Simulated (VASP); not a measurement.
Input of a VASP 6.6.1 run:

File POSCAR:

```
Pd
1.0
    2.7386705041      0.0000000000      0.0000000000
   -1.3693352520      2.3717582292      0.0000000000
    0.0000000000      0.0000000000      4.6171455893
Pd
2
Direct
    0.6666666667      0.3333333333      0.7500000000
    0.3333333333      0.6666666667      0.2500000000
```

The input INCAR.step1:

```
ALGO = Normal
EDIFF = 1E-4
ENCUT = 520
GGA = PE
ISMEAR = 0
LASPH = True
LCHARG = False
LREAL = False
LWAVE = True
NBANDS = 17
NELM = 60
PREC = Accurate
SIGMA = 0.1
```

INCAR.step2

```
ALGO = Normal
EDIFF = 1E-6
ENCUT = 520
ISIF = 2
ISMEAR = 0
ISTART = 1
LASPH = True
LCHARG = False
LMIXTAU = True
LREAL = False
LWAVE = False
METAGGA = R2SCAN
NBANDS = 17
NELM = 60
PREC = Accurate
SIGMA = 0.1
```

KPOINTS

```
k-points
0
Gamma
  18 18 10
```

Potentials or basis: VASP PAW PBE potentials, release 64 (Pd).

Run with:

```sh
$ cat potpaw_PBE.64/Pd/POTCAR > POTCAR
$ cp INCAR.step1 INCAR
$ mpirun -np 1 vasp_std > vasp.out
$ cp INCAR.step2 INCAR
$ mpirun -np 1 vasp_std > vasp.out
```

Question: Estimate the band gap on the k mesh.

Answer: Zero (bands 10 and 11 overlap by 0.96 eV).

Question: Estimate the pressure.

Answer: 0.7 GPa.

Stress tensor (GPa, compression positive):
```
0.70 0.00 0.00
0.00 0.70 0.00
0.00 0.00 0.62
```

Caveat: the PAW data sets were made with another functional, which shifts forces and pressure a little.
